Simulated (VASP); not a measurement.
A run of VASP 6.6.1 is set up as follows.

File INCAR:

```
ALGO = Normal
EDIFF = 1E-6
ENCUT = 520
GGA = PE
ISIF = 2
ISMEAR = 0
LASPH = True
LCHARG = False
LREAL = False
LWAVE = False
NBANDS = 12
NELM = 80
PREC = Accurate
SIGMA = 0.1
```

KPOINTS

```
k-points
0
Gamma
  20 20 16
```

POSCAR

```
AsO
1.0
    2.8796566409      0.0000000000      0.0000000000
    0.0000000000      2.8796566409      0.0000000000
    0.0000000000      0.0000000000      3.6971432837
As O
1 1
Direct
    0.0000000000      0.0000000000      0.5000000000
    0.0000000000      0.0000000000      0.0000000000
```

Potentials or basis: VASP PAW PBE potentials, release 64 (As, O).

The run is started by

```console
$ cat potpaw_PBE.64/As/POTCAR potpaw_PBE.64/O/POTCAR > POTCAR
$ mpirun -np 1 vasp_std > vasp.out
```

Problem. Predict the pressure.

Solution. 0.5 GPa.

Problem. What does it give for the band gap on the k mesh?

Solution. Zero (an odd number of electrons rules out a gap without spin polarisation).

Stress tensor (GPa, compression positive):
```
-0.01  0.00  0.00
 0.00 -0.01  0.00
 0.00  0.00  1.55
```

Caveat: an odd number of electrons without spin polarisation forces a metal; a magnetic or distorted state may lie lower.
